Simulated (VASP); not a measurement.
# WSe2 (Amm2) in VASP: further runs

Runs on WSe2. Level: PBE+D3(BJ). Tasks: single point.

Everything below comes from runs of VASP 6.6.1. Logs are shortened: lines on timing, memory, paths and dates and some standing lists are left out, and cuts for length are marked.

### Step 1. The cell of the first run

It takes space group Amm2 (No. 38, orthorhombic). The conventional cell has a = 7.496 Å, b = 3.000 Å, c = 5.765 Å, α = 90.00°, β = 90.00°, γ = 90.00°. W (site symmetry mm2) has 6 Se at 2.53 to 2.64 Å and 6 W at 3.00 to 3.25 Å within 3.3 Å. Within 3.3 Å of Se (site symmetry m) lie 3 W at 2.53 to 2.64 Å and 6 Se at 3.00 to 3.25 Å.

### Step 2. Single point, PBE+D3(BJ)

Contents of INCAR:

```
PREC = Accurate ; ENCUT = 520
EDIFF = 1E-6 ; ISMEAR = 0
SIGMA = 0.05 ; LREAL = False
LASPH = True ; NELM = 100
ALGO = Normal ; ISIF = 2
LWAVE = False ; LCHARG = False
GGA = PE ; IVDW = 12
NBANDS = 20
```

Contents of KPOINTS:

```
Automatic mesh
0
Gamma
  9 9 4
```

Contents of POSCAR:

```
WSe2
1.0
    3.0002717266      0.0000000000      0.0000000000
   -1.5001358633      2.8822800071      0.0000000000
    0.0000000000      0.0000000000      7.4960124464
W Se
1 2
Direct
    0.0000000000      0.0000000000      0.0000000000
    0.3333333333      0.6666666667      0.2405528385
    0.3333333333      0.6666666667      0.7594471615
```

Potentials or basis: VASP PAW PBE potentials, release 64 (W_sv, Se).

Command:

```sh
$ cat potpaw_PBE.64/W_sv/POTCAR potpaw_PBE.64/Se/POTCAR > POTCAR
$ mpirun -np 1 vasp_std > vasp.out
```

OUTCAR:

```text
PREC = Accurate
   ENCUT = 520
   EDIFF = 1E-6
   ISMEAR = 0
   LREAL = False
   LASPH = True
   NELM = 100
   ISIF = 2
   GGA = PE
   IVDW = 12
 IVDW          = 12

 ion  position               nearest neighbor table
   1  0.000  0.000  0.000-   2 2.53   3 2.53   2 2.53   3 2.53   2 2.64   3 2.64
   2  0.333  0.667  0.241-   1 2.53   1 2.53   1 2.64
   3  0.333  0.667  0.759-   1 2.53   1 2.53   1 2.64

  LATTYP: Found a base centered orthorhombic cell.
 ALAT       =     3.0002717266
 B/A-ratio  =     1.9213459778
 C/A-ratio  =     2.4984445175

  Lattice vectors:

 A1 = (   1.5001358633,  -2.8822800071,   0.0000000000)
 A2 = (   1.5001358633,   2.8822800071,   0.0000000000)
 A3 = (   0.0000000000,   0.0000000000,   7.4960124464)

Analysis of symmetry for initial positions (statically):
=====================================================================
 Subroutine PRICEL returns:
 Original cell was already a primitive cell.

 Routine SETGRP: Setting up the symmetry group for a
 base centered orthorhombic supercell.

 Subroutine GETGRP returns: Found  4 space group operations
 (whereof  4 operations were pure point group operations)
 out of a pool of  8 trial point group operations.

The static configuration has the point symmetry C_2v.

Analysis of symmetry for dynamics (positions and initial velocities):
=====================================================================
 Subroutine PRICEL returns:
 Original cell was already a primitive cell.

 Routine SETGRP: Setting up the symmetry group for a
 base centered orthorhombic supercell.

 Subroutine GETGRP returns: Found  4 space group operations
 (whereof  4 operations were pure point group operations)
 out of a pool of  8 trial point group operations.

The dynamic configuration has the point symmetry C_2v.

 Subroutine INISYM returns: Found  4 space group operations
 (whereof  4 operations are pure point group operations),
 and found     1 'primitive' translations

----------------------------------------------------------------------------------------

                                     Primitive cell

  volume of cell :      64.8227

  direct lattice vectors                    reciprocal lattice vectors
     3.000271727  0.000000000  0.000000000     0.333303144  0.173473777  0.000000000
    -1.500135863  2.882280007  0.000000000     0.000000000  0.346947555  0.000000000
     0.000000000  0.000000000  7.496012446     0.000000000  0.000000000  0.133404261

  length of vectors
     3.000271727  3.249299255  7.496012446     0.375744777  0.346947555  0.133404261

  position of ions in fractional coordinates (direct lattice)
     0.000000000  0.000000000  0.000000000
     0.333333333  0.666666667  0.240552839
     0.333333333  0.666666667  0.759447161

  ion indices of the primitive-cell ions
   primitive index   ion index
                 1           1
                 2           2
                 3           3

----------------------------------------------------------------------------------------

 KPOINTS: Automatic mesh

Automatic generation of k-mesh.
 Grid dimensions read from file:
 generate k-points for:    9    9    4

 Generating k-lattice:

  Cartesian coordinates                     Fractional coordinates (reciprocal lattice)
     0.037033683  0.019274864  0.000000000     0.111111111  0.000000000  0.000000000
     0.000000000  0.038549728  0.000000000     0.000000000  0.111111111  0.000000000
     0.000000000  0.000000000  0.033351065     0.000000000  0.000000000  0.250000000

  Length of vectors
     0.041749420  0.038549728  0.033351065

  Shift w.r.t. Gamma in fractional coordinates (k-lattice)
     0.000000000  0.000000000  0.000000000

 Subroutine IBZKPT returns following result:
 ===========================================

 Found     75 irreducible k-points:

 Following reciprocal coordinates:
            Coordinates               Weight
  0.000000  0.000000  0.000000      1.000000
  0.111111  0.000000  0.000000      4.000000
  0.222222  0.000000  0.000000      4.000000
  0.333333  0.000000  0.000000      4.000000
  0.444444  0.000000  0.000000      4.000000
  0.000000  0.111111  0.000000      2.000000
[... 16 lines left out ...]
  0.333333  0.333333  0.000000      2.000000
  0.000000  0.444444  0.000000      2.000000
 [... further k-points ...]
   k-points           NKPTS =     75   k-points in BZ     NKDIM =     75   number of bands    NBANDS=     20
   number of dos      NEDOS =    301   number of ions     NIONS =      3
   total plane-waves  NPLWV =  32256
   dimension x,y,z NGX =    24 NGY =   24 NGZ =   56
   dimension x,y,z NGXF=    48 NGYF=   48 NGZF=  112
   ions per type =               1   2
   NGX,Y,Z   is equivalent  to a cutoff of  13.30, 12.28, 12.42 a.u.
   NGXF,Y,Z  is equivalent  to a cutoff of  26.60, 24.56, 24.84 a.u.
 SYSTEM =  unknown system
   PREC   = accura    normal or accurate (medium, high low for compatibility)
   ISTART =      0    job   : 0-new  1-cont  2-samecut
   ICHARG =      2    charge: 1-file 2-atom 10-const
   ISPIN  =      1    spin polarized calculation?
   LNONCOLLINEAR =      F non collinear calculations
   LSORBIT =      F    spin-orbit coupling
   LASPH  =      T    aspherical Exc in radial PAW
   ENCUT  =  520.0 eV  38.22 Ry    6.18 a.u.   5.58  6.04 13.94*2*pi/ulx,y,z
   NELM   =    100;   NELMIN=  2; NELMDL= -5     # of ELM steps
   EDIFF  = 0.1E-05   stopping-criterion for ELM
   LREAL  =      F    real-space projection
   EDIFFG = 0.1E-04   stopping-criterion for IOM
   NSW    =      0    number of steps for IOM
   IBRION =     -1    ionic relax: 0-MD 1-quasi-New 2-CG
   NFREE  =      0    steps in history (QN), initial steepest desc. (CG)
   ISIF   =      2    stress and relaxation
   ISYM   =      2    0-nonsym 1-usesym 2-fastsym
   POTIM  = 0.5000    time-step for ionic-motion
   TEBEG  =    0.0;   TEEND  =   0.0 temperature during run
   PSTRESS=    0.0 pullay stress
   NELECT =      26.0000    total number of electrons
   NUPDOWN=      -1.0000    fix difference up-down
   EMIN   =  10.00;   EMAX   =-10.00  energy-range for DOS
   EFERMI =   0.00;   METHOD = LEGACY
   ISMEAR =     0;   SIGMA  =   0.05  broadening in eV -4-tet -1-fermi 0-gaus
   EFERMI_NEDOS =   21; number of points for ismear=-14 and -15
   IALGO  =     38    algorithm
   IMIX   =      4    mixing-type and parameters
     AMIX     =   0.40;   BMIX     =  1.00
     AMIX_MAG =   1.60;   BMIX_MAG =  1.00
  volume/ion in A,a.u.               =      21.61       145.82
  Fermi-wavevector in a.u.,A,eV,Ry     =   1.207323  2.281510 19.832255  1.457630
  Thomas-Fermi vector in A             =   2.342964
   LORBIT       =      0    0 simple, 1 ext, 2 COOP (PROOUT), +10 PAW based schemes
   GGA     = PE    functional components
   LHFCALC =     F    Hartree Fock is set to
   AEXX    =    0.0000 exact exchange contribution
   IVDW    =    12    specifies the selected vdW correction
   LEPSILON=     F    determine dielectric tensor
   LRPA    =     F    only Hartree local field effects (RPA)
 non-spin polarized calculation
 Gauss-broadening in eV      SIGMA  =   0.05
  energy-cutoff  :      520.00
  volume of cell :       64.82
 maximum number of plane-waves:      1780
   NGX = 11   NGY = 13   NGZ = 27

 number of electron      25.9999996 magnetization

 Free energy of the ion-electron system (eV)
  ---------------------------------------------------
  ext. energy  EPLUGINS =         0.00000000
  ---------------------------------------------------
  free energy    TOTEN  =       -21.09026947 eV

  energy without entropy =      -21.09026947  energy(sigma->0) =      -21.09026947

 E-fermi :   6.1408     XC(G=0): -10.2262

 val. band max:        5.9567687249   @ k =   0.0000   0.4444   0.5000
 cond. band min:       6.3251104051   @ k =   0.0000   0.2222   0.0000
 fundamental gap:      0.3683416802
 Fermi energy:         6.1408440432

 k-point     1 :       0.0000    0.0000    0.0000
  band No.  band energies     occupation
      1     -68.6068      2.00000
      2     -32.9328      2.00000
      3     -32.7342      2.00000
      4     -32.5038      2.00000
      5      -9.7282      2.00000
      6      -8.6582      2.00000
[... 12 lines left out ...]
     19      12.8095      0.00000
     20      14.4668      0.00000

 k-point     2 :       0.1111    0.0000    0.0000
  band No.  band energies     occupation
      1     -68.6039      2.00000
      2     -32.9240      2.00000
      3     -32.7456      2.00000
      4     -32.5528      2.00000
      5      -9.5021      2.00000
      6      -8.5132      2.00000
[... 12 lines left out ...]
     19      13.4696      0.00000
     20      15.3681      0.00000

 k-point     3 :       0.2222    0.0000    0.0000
  band No.  band energies     occupation
      1     -68.5967      2.00000
      2     -32.9018      2.00000
      3     -32.7831      2.00000
      4     -32.6664      2.00000
      5      -8.8667      2.00000
      6      -8.1051      2.00000
[... 12 lines left out ...]
     19      13.9389      0.00000
     20      14.5147      0.00000

 k-point     4 :       0.3333    0.0000    0.0000
  band No.  band energies     occupation
      1     -68.5886      2.00000
      2     -32.8765      2.00000
      3     -32.8691      2.00000
      4     -32.7489      2.00000
      5      -7.9718      2.00000
      6      -7.5399      2.00000
[... 429 lines left out ...]
 k-point    23 :       0.3333    0.3333    0.0000
  band No.  band energies     occupation
      1     -68.5840      2.00000
      2     -32.9057      2.00000
      3     -32.8587      2.00000
      4     -32.8302      2.00000
      5      -6.9385      2.00000
      6      -6.9131      2.00000
[... 12 lines left out ...]
     19      11.8105      0.00000
     20      14.9841      0.00000

 k-point    24 :       0.0000    0.4444    0.0000
  band No.  band energies     occupation
      1     -68.5951      2.00000
      2     -32.9933      2.00000
      3     -32.8867      2.00000
      4     -32.5503      2.00000
      5      -7.7812      2.00000
      6      -7.6025      2.00000
[... 12 lines left out ...]
     19      11.6792      0.00000
     20      13.4784      0.00000

 [... further k-points ...]

------------------------ aborting loop because EDIFF is reached ----------------------------------------

 Edisp (eV)   -1.30768

 E8    (eV) :    -0.5840

  FORCE on cell =-STRESS in cart. coord.  units (eV):
  Direction    XX          YY          ZZ          XY          YZ          ZX
  --------------------------------------------------------------------------------------
  -------------------------------------------------------------------------------------
  Total       7.31730    -1.77728    -4.35215     0.00000     0.00000     0.00000
  in kB     180.85660   -43.92771  -107.56907     0.00000     0.00000     0.00000
  external pressure =        9.79 kB  Pullay stress =        0.00 kB

 VOLUME and BASIS-vectors are now :
 -----------------------------------------------------------------------------
  energy-cutoff  :      520.00
  volume of cell :       64.82
      direct lattice vectors                 reciprocal lattice vectors
     3.000271727  0.000000000  0.000000000     0.333303144  0.173473777  0.000000000
    -1.500135863  2.882280007  0.000000000     0.000000000  0.346947555  0.000000000
     0.000000000  0.000000000  7.496012446     0.000000000  0.000000000  0.133404261

 POSITION                                       TOTAL-FORCE (eV/Angst)
 -----------------------------------------------------------------------------------
      0.00000      0.00000      0.00000         0.000000      0.424575      0.000000
     -0.00000      1.92152      1.80319        -0.000000     -0.212288     -1.022001
     -0.00000      1.92152      5.69283        -0.000000     -0.212288      1.022001
 -----------------------------------------------------------------------------------
    total drift:                                0.000000     -0.000143      0.000000

  FREE ENERGIE OF THE ION-ELECTRON SYSTEM (eV)
  ---------------------------------------------------
  free  energy   TOTEN  =       -22.3979506918 eV

  energy  without entropy=      -22.3979506914  energy(sigma->0) =      -22.39795069
```

Wall time 70 s (1 thread of AMD EPYC 7R13, shared host); peak memory 0.25 GiB.

What came out:

| Quantity | Value |
| --- | --- |
| Free energy | -22.3980 eV |
| Pressure | 1.0 GPa |
| Largest force | 1.044 eV/Å |
| Band gap on the k mesh | 0.37 eV (least direct gap 1.14 eV) |
| Dispersion energy per atom | -0.436 eV |

Forces in eV/Å, atoms in the order of the input:
```
W    0.000  0.425  0.000
Se   0.000 -0.212 -1.022
Se   0.000 -0.212  1.022
```

Levels at points of the mesh, in eV from the valence-band top:
```csv
k point,band 9,band 10,band 11,band 12,band 13,band 14,band 15,band 16,band 17,band 18
"(0.00, 0.00, 0.00)",-2.98,-2.12,-1.51,-1.43,-0.70,2.02,2.15,3.20,3.31,4.09
"(0.00, 0.00, 0.50)",-3.00,-1.51,-1.47,-1.42,-0.71,2.09,2.12,3.26,3.26,5.26
```

Caveat: the cell differs from its parent crystal (strain +e along x and -e along y -0.0500, strain +e along z and -e/2 along x and y +0.0700); the stress differs along the axes, from -11 to 18 GPa; spin-orbit coupling is left out, which moves the levels of the heavy elements; forces of over 1 eV/Å act on the atoms, so gaps and moduli don't describe the material at rest. A k mesh can miss the band edges.

### Step 3. Single point, PBE+D3(BJ)

Contents of INCAR:

```
SYSTEM = WSe2
  PREC = Accurate
  ENCUT = 520
  EDIFF = 1E-6
  ISMEAR = 0
  SIGMA = 0.05
  LREAL = .FALSE.
  LASPH = .TRUE.
  NELM = 100
  ALGO = Normal
  ISIF = 2
  LWAVE = .FALSE.
  LCHARG = .FALSE.
  GGA = PE
  IVDW = 12
  NBANDS = 20
```

Contents of KPOINTS:

```
Automatic mesh
0
G
  9 9 4
  0 0 0
```

Contents of POSCAR:

```
WSe2
1.0
    3.6450842240      0.0000000000      0.0000000000
   -1.8225421120      2.5887985897      0.0000000000
    0.0000000000      0.0000000000      6.8423881836
W Se
1 2
Direct
    0.0000000000      0.0000000000      0.0000000000
    0.3333333333      0.6666666667      0.2405528385
    0.3333333333      0.6666666667      0.7594471615
```

Potentials or basis: VASP PAW PBE potentials, release 64 (W_sv, Se).

Command:

```sh
$ cat potpaw_PBE.64/W_sv/POTCAR potpaw_PBE.64/Se/POTCAR > POTCAR
$ mpirun -np 1 vasp_std > vasp.out
```

It took 86 s on 1 thread of AMD EPYC 7R13, shared host; peak memory 0.26 GiB.

The run converged. Its results:

```yaml
Free_energy: -22.2628 eV
Pressure: 4.9 GPa
Largest_force: 2.302 eV/Å
Band_gap_on_the_k_mesh: 1.09 eV (least direct gap 1.41 eV)
Dispersion_energy_per_atom: -0.436 eV
```

Forces on the atoms (eV/Å):
```
W    0.000 -2.302  0.000
Se   0.000  1.151  0.608
Se   0.000  1.151 -0.608
```

Stress tensor (GPa, compression positive):
```
-8.38  0.00  0.00
 0.00 17.17  0.00
 0.00  0.00  5.78
```

Levels at points of the mesh, in eV from the valence-band top:
| k point | band 10 | band 11 | band 12 | band 13 | band 14 | band 15 | band 16 | band 17 |
| --- | --- | --- | --- | --- | --- | --- | --- | --- |
| (0.00, 0.00, 0.00) | -1.84 | -1.69 | -0.91 | -0.80 | 1.96 | 2.19 | 3.40 | 3.45 |
| (0.00, 0.00, 0.50) | -1.73 | -1.67 | -1.31 | 0.00 | 1.85 | 2.36 | 3.28 | 3.62 |

Caveat: the cell differs from its parent crystal (strain +e along x and -e along y +0.1000, strain +e along z and -e/2 along x and y -0.0233); the stress differs along the axes, from -8 to 17 GPa; spin-orbit coupling is left out, which moves the levels of the heavy elements; forces of over 1 eV/Å act on the atoms, so gaps and moduli don't describe the material at rest. A k mesh can miss the band edges.

[end of part 1 of 2]
